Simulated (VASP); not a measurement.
# MnO (I4/mmm) in VASP: electric field gradients with LDA

Aim: the electric field gradients of MnO with LDA.

All numbers are computed with VASP 6.6.1; they aren't measurements. Logs are shortened: lines on timing, memory, paths and dates and some standing lists are left out, and cuts for length are marked.

### 1 The cell of the first run

It takes space group I4/mmm (No. 139, tetragonal). The conventional cell has a = 3.142 Å, b = 3.142 Å, c = 4.533 Å, α = 90.00°, β = 90.00°, γ = 90.00°. Mn (site symmetry 4/mmm) has 6 O at 2.22 to 2.27 Å within 2.9 Å. O (site symmetry 4/mmm) has 6 Mn at 2.22 to 2.27 Å within 2.9 Å.

### 2 Electric field gradients, LDA, collinear spin, ferromagnetic start (zz strain of +2 %)

INCAR

```
PREC = Accurate ; ENCUT = 520
EDIFF = 1E-8 ; ISMEAR = -1
SIGMA = 0.05 ; LREAL = F
LASPH = T ; NELM = 150
ALGO = Normal ; ISIF = 2
LWAVE = F ; LCHARG = F
ISPIN = 2 ; MAGMOM = 4 0
LORBIT = 11 ; LMAXMIX = 4
LEFG = T ; NBANDS = 20
```

KPOINTS

```
Automatic mesh
0
Gamma
  16 16 16
```

POSCAR

```
MnO
1.0
    0.0000000000      2.2220000000      2.2664400000
    2.2220000000      0.0000000000      2.2664400000
    2.2220000000      2.2220000000      0.0000000000
Mn O
1 1
Direct
    0.0000000000      0.0000000000      0.0000000000
    0.5000000000      0.5000000000      0.5000000000
```

Potentials or basis: VASP PAW LDA potentials, release 64 (Mn_pv, O).

Launch:

```bash
$ cat potpaw_LDA.64/Mn_pv/POTCAR potpaw_LDA.64/O/POTCAR > POTCAR
$ mpirun -np 1 vasp_std > vasp.out
```

OUTCAR:

```text
PREC = Accurate
   ENCUT = 520
   EDIFF = 1E-8
   ISMEAR = -1
   LREAL = F
   LASPH = T
   NELM = 150
   ISIF = 2
   ISPIN = 2
   LORBIT = 11

 ion  position               nearest neighbor table
   1  0.000  0.000  0.000-   2 2.22   2 2.22   2 2.22   2 2.22   2 2.27   2 2.27
   2  0.500  0.500  0.500-   1 2.22   1 2.22   1 2.22   1 2.22   1 2.27   1 2.27

  LATTYP: Found a body centered tetragonal cell.
 ALAT       =     3.1423825356
 C/A-ratio  =     1.4424978336

  Lattice vectors:

 A1 = (  -2.2220000000,   0.0000000000,   2.2664400000)
 A2 = (   2.2220000000,   0.0000000000,   2.2664400000)
 A3 = (   0.0000000000,   2.2220000000,  -2.2664400000)

Analysis of symmetry for initial positions (statically):
=====================================================================
 Subroutine PRICEL returns:
 Original cell was already a primitive cell.

 Routine SETGRP: Setting up the symmetry group for a
 body centered tetragonal supercell.

 Subroutine GETGRP returns: Found 16 space group operations
 (whereof 16 operations were pure point group operations)
 out of a pool of 16 trial point group operations.

The static configuration has the point symmetry D_4h.

Analysis of symmetry for dynamics (positions and initial velocities):
=====================================================================
 Subroutine PRICEL returns:
 Original cell was already a primitive cell.

 Routine SETGRP: Setting up the symmetry group for a
 body centered tetragonal supercell.

 Subroutine GETGRP returns: Found 16 space group operations
 (whereof 16 operations were pure point group operations)
 out of a pool of 16 trial point group operations.

The dynamic configuration has the point symmetry D_4h.

Analysis of structural, dynamic, and magnetic symmetry:
=====================================================================
 Subroutine PRICEL returns:
 Original cell was already a primitive cell.

 Routine SETGRP: Setting up the symmetry group for a
 body centered tetragonal supercell.

 Subroutine GETGRP returns: Found 16 space group operations
 (whereof 16 operations were pure point group operations)
 out of a pool of 16 trial point group operations.

The overall configuration has the point symmetry D_4h.

 Subroutine INISYM returns: Found 16 space group operations
 (whereof 16 operations are pure point group operations),
 and found     1 'primitive' translations

----------------------------------------------------------------------------------------

                                     Primitive cell

  volume of cell :      22.3801

  direct lattice vectors                    reciprocal lattice vectors
     0.000000000  2.222000000  2.266440000    -0.225022502  0.225022502  0.220610296
     2.222000000  0.000000000  2.266440000     0.225022502 -0.225022502  0.220610296
     2.222000000  2.222000000  0.000000000     0.225022502  0.225022502 -0.220610296

  length of vectors
     3.173961921  3.173961921  3.142382536     0.387219777  0.387219777  0.387219777

  position of ions in fractional coordinates (direct lattice)
     0.000000000  0.000000000  0.000000000
     0.500000000  0.500000000  0.500000000

  ion indices of the primitive-cell ions
   primitive index   ion index
                 1           1
                 2           2

----------------------------------------------------------------------------------------

 KPOINTS: Automatic mesh

Automatic generation of k-mesh.
 Grid dimensions read from file:
 generate k-points for:   16   16   16

 Generating k-lattice:

  Cartesian coordinates                     Fractional coordinates (reciprocal lattice)
    -0.014063906  0.014063906  0.013788144     0.062500000  0.000000000  0.000000000
     0.014063906 -0.014063906  0.013788144     0.000000000  0.062500000  0.000000000
[... 60 lines left out ...]
   EDIFFG = 0.1E-06   stopping-criterion for IOM
   NSW    =      0    number of steps for IOM
   IBRION =     -1    ionic relax: 0-MD 1-quasi-New 2-CG
   NFREE  =      0    steps in history (QN), initial steepest desc. (CG)
   ISIF   =      2    stress and relaxation
   ISYM   =      2    0-nonsym 1-usesym 2-fastsym
   POTIM  = 0.5000    time-step for ionic-motion
   TEBEG  =    0.0;   TEEND  =   0.0 temperature during run
   PSTRESS=    0.0 pullay stress
   NELECT =      19.0000    total number of electrons
   NUPDOWN=      -1.0000    fix difference up-down
   EMIN   =  10.00;   EMAX   =-10.00  energy-range for DOS
   EFERMI =   0.00;   METHOD = LEGACY
   ISMEAR =    -1;   SIGMA  =   0.05  broadening in eV -4-tet -1-fermi 0-gaus
   EFERMI_NEDOS =   21; number of points for ismear=-14 and -15
   IALGO  =     38    algorithm
   IMIX   =      4    mixing-type and parameters
     AMIX     =   0.40;   BMIX     =  1.00
     AMIX_MAG =   1.60;   BMIX_MAG =  1.00
  volume/ion in A,a.u.               =      11.19        75.51
  Fermi-wavevector in a.u.,A,eV,Ry     =   1.550144  2.929347 32.694052  2.402945
  Thomas-Fermi vector in A             =   2.654849
   LORBIT       =     11    0 simple, 1 ext, 2 COOP (PROOUT), +10 PAW based schemes
   GGA     = CA    functional components
   LHFCALC =     F    Hartree Fock is set to
   AEXX    =    0.0000 exact exchange contribution
   IVDW    =     0    specifies the selected vdW correction
   LEPSILON=     F    determine dielectric tensor
   LRPA    =     F    only Hartree local field effects (RPA)
 spin polarized calculation
  energy-cutoff  :      520.00
  volume of cell :       22.38
 maximum number of plane-waves:       616
   NGX = 11   NGY = 11   NGZ = 11

 number of electron      18.9999989 magnetization       4.5947391

 Free energy of the ion-electron system (eV)
  ---------------------------------------------------
  ext. energy  EPLUGINS =         0.00000000
  ---------------------------------------------------
  free energy    TOTEN  =       -17.54747122 eV

  energy without entropy =      -17.53858287  energy(sigma->0) =      -17.54302705

 E-fermi :   6.9426     XC(G=0): -12.2837

 val. band max:        6.9409305489   @ k =   0.3750   0.0000   0.0625
 cond. band min:       6.9434278665   @ k =   0.0625   0.0000   0.0625
 fundamental gap:      0.0024973176
 Fermi energy:         6.9426474108

 spin component 1

 k-point     1 :       0.0000    0.0000    0.0000
  band No.  band energies     occupation
      1     -42.7761      1.00000
      2     -42.7761      1.00000
      3     -42.7705      1.00000
      4     -12.9119      1.00000
      5       3.2070      1.00000
      6       3.2070      1.00000
[... 541 lines left out ...]
     19      26.5849      0.00000
     20      27.4380      0.00000

 [... further k-points ...]

 spin component 2

 k-point     1 :       0.0000    0.0000    0.0000
  band No.  band energies     occupation
      1     -38.6492      1.00000
      2     -38.6492      1.00000
      3     -38.6212      1.00000
      4     -12.4643      1.00000
      5       3.6256      1.00000
      6       3.6256      1.00000
[... 541 lines left out ...]
     19      28.1451      0.00000
     20      29.0184      0.00000

 [... further k-points ...]

------------------------ aborting loop because EDIFF is reached ----------------------------------------

  FORCE on cell =-STRESS in cart. coord.  units (eV):
  Direction    XX          YY          ZZ          XY          YZ          ZX
  --------------------------------------------------------------------------------------
  -------------------------------------------------------------------------------------
  Total       -2.6327723     -2.6327723     -2.4779017      0.0000000      0.0000000      0.0000000
  in kB     -188.4783863   -188.4783863   -177.3913024      0.0000000      0.0000000      0.0000000
  external PRESSURE =    -184.7826917 kB  Pullay stress =       0.0000000 kB

 VOLUME and BASIS-vectors are now :
 -----------------------------------------------------------------------------
  energy-cutoff  :      520.00
  volume of cell :       22.38
      direct lattice vectors                 reciprocal lattice vectors
     0.000000000  2.222000000  2.266440000    -0.225022502  0.225022502  0.220610296
     2.222000000  0.000000000  2.266440000     0.225022502 -0.225022502  0.220610296
     2.222000000  2.222000000  0.000000000     0.225022502  0.225022502 -0.220610296

 POSITION                                       TOTAL-FORCE (eV/Angst)
 -----------------------------------------------------------------------------------
      0.00000      0.00000      0.00000        -0.000000      0.000000      0.000000
      2.22200      2.22200      2.26644         0.000000     -0.000000     -0.000000
 -----------------------------------------------------------------------------------
    total drift:                                0.000000     -0.000000     -0.000000

  FREE ENERGIE OF THE ION-ELECTRON SYSTEM (eV)
  ---------------------------------------------------
  free  energy   TOTEN  =       -17.5474712226 eV

  energy  without entropy=      -17.5385828695  energy(sigma->0) =      -17.54302705

 Electric field gradients (V/A^2)
---------------------------------------------------------------------
 ion       V_xx      V_yy      V_zz      V_xy      V_xz      V_yz
---------------------------------------------------------------------
   1      -2.363    -2.363     4.725     0.005     0.002     0.002
   2       1.605     1.605    -3.210     0.001     0.001     0.001
---------------------------------------------------------------------

 Electric field gradients after diagonalization (V/A^2)
 (convention: |V_zz| > |V_xx| > |V_yy|)
----------------------------------------------------------------------
 ion       V_xx      V_yy      V_zz     asymmetry (V_yy - V_xx)/ V_zz
----------------------------------------------------------------------
   1      -2.368    -2.358     4.725       0.002
   2       1.606     1.604    -3.210       0.000
----------------------------------------------------------------------

           NMR quadrupolar parameters

 Cq : quadrupolar parameter    Cq=e*Q*V_zz/h
 eta: asymmetry parameters     (V_yy - V_xx)/ V_zz
 Q  : nuclear electric quadrupole moment in mb (millibarn)
----------------------------------------------------------------------
 ion       Cq(MHz)       eta       Q (mb)
----------------------------------------------------------------------
   1       0.011       0.002       1.000
   2      -0.008       0.000       1.000
----------------------------------------------------------------------

 total charge

# of ion       s       p       d       tot
------------------------------------------
    1        0.204   6.171   4.984  11.359
    2        1.550   3.369   0.000   4.919
--------------------------------------------------
tot          1.754   9.540   4.984  16.278

 magnetization (x)

# of ion       s       p       d       tot
------------------------------------------
    1        0.030   0.020   4.117   4.166
    2        0.029   0.160   0.000   0.189
--------------------------------------------------
tot          0.058   0.180   4.117   4.355
```

It took 5.9 min on 1 thread of Intel Xeon 8259CL, shared host; peak memory 0.32 GiB.

Results:

```yaml
Free_energy: -17.5475 eV
Pressure: -18.5 GPa
Net_moment: 4.59 μB per cell
Site_moments: Mn +4.17; O +0.19 μB
Largest_electric_field_gradient_by_atom: Mn +4.7; O -3.2 V/Å²
Valence_electrons_inside_the_program's_atomic_spheres: Mn 11.36; O 4.92
```

Stress tensor (GPa, compression positive):
```
-18.85   0.00   0.00
  0.00 -18.85   0.00
  0.00   0.00 -17.74
```

Electric field gradients, principal values (V/Å²):
| atom | least | middle | greatest (by size) |
| --- | --- | --- | --- |
| 1 Mn | -2.358 | -2.368 | 4.725 |
| 2 O | 1.604 | 1.606 | -3.210 |

Caveat: the cell differs from its parent crystal (zz strain of +2 %); the cell stands under tension; without QUAD_EFG the Cq values of the log hold for a quadrupole moment of 1 mb, not for the nuclei; a cell with one magnetic atom can't hold antiferromagnetic order, which such compounds often take; semilocal functionals often make such compounds metallic where correlation or magnetic order opens a gap, which also shifts bond lengths.
